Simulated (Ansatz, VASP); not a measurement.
## Two plane-wave programs on Al

Contents of INCAR:

```
SYSTEM = Al
ALGO = Fast
EDIFF = 1E-7
ENCUT = 520
GGA = PE
ISIF = 2
ISMEAR = 0
IVDW = 12
LASPH = .True.
LCHARG = .False.
LREAL = .False.
LWAVE = .False.
NBANDS = 10
NELM = 80
PREC = Accurate
SIGMA = 0.15
```

File KPOINTS:

```
k-points
0
Gamma
  18 18 10
  0 0 0
```

POSCAR

```
Al
1.0
    2.8124553515      0.0000000000      0.0000000000
   -1.4062276757      2.4356577814      0.0000000000
    0.0000000000      0.0000000000      4.8668500000
Al
2
Direct
    0.6831683194      0.5796733588      0.7500000000
    0.3333333333      0.6666666667      0.2500000000
```

Input for Ansatz:

```yaml
crystal:
  lattice:
    - [2.8124553515, 0.0, 0.0]
    - [-1.4062276757, 2.4356577814, 0.0]
    - [0.0, 0.0, 4.86685]
  atoms:
    - { symbol: Al, position: [0.6831683194, 0.5796733588, 0.75] }
    - { symbol: Al, position: [0.3333333333, 0.6666666667, 0.25] }
basis:
  ecutwfc: 420
kpoints:
  mp_grid: { grid: [18, 18, 10] }
hamiltonian:
  xc: pbe
  dispersion: d3bj
scf:
  occupations: { method: gaussian, width: 0.15 }
output:
  forces: true
  stress: true
  eigenvalues: true
```

Alike in both runs: task single point; functional PBE; dispersion D3(BJ); k mesh 18 × 18 × 10; occupations gaussian, width 0.15 eV; no spin polarisation.

|  | VASP | Ansatz |
| --- | --- | --- |
| version | VASP 6.6.1 | Ansatz 0.2.0 |
| potentials or method | VASP PAW PBE potentials, release 64 (Al), cutoff 520 eV | scalar-relativistic, plane waves, PAW |
| valence electrons in the cell | 6 | 6 |

Ansatz gave:

| Property | Result |
| --- | --- |
| gap on the k mesh at the Fermi level (eV) | none |
| pressure (GPa) | -0.9 |
| traceless stress, the component that is largest in VASP (GPa) | 2.10 |
| rms of the force components (eV/Å) | 0.265 |

Q: What did VASP give for the same quantities?

A: gap on the k mesh at the Fermi level (eV): none; pressure (GPa): -0.9; traceless stress, the component that is largest in VASP (GPa): 2.12; rms of the force components (eV/Å): 0.265.

Atom by atom the forces differ by 0.001 eV/Å (rms over components). A gap of «none» marks a metal or a gap that the smearing closes.
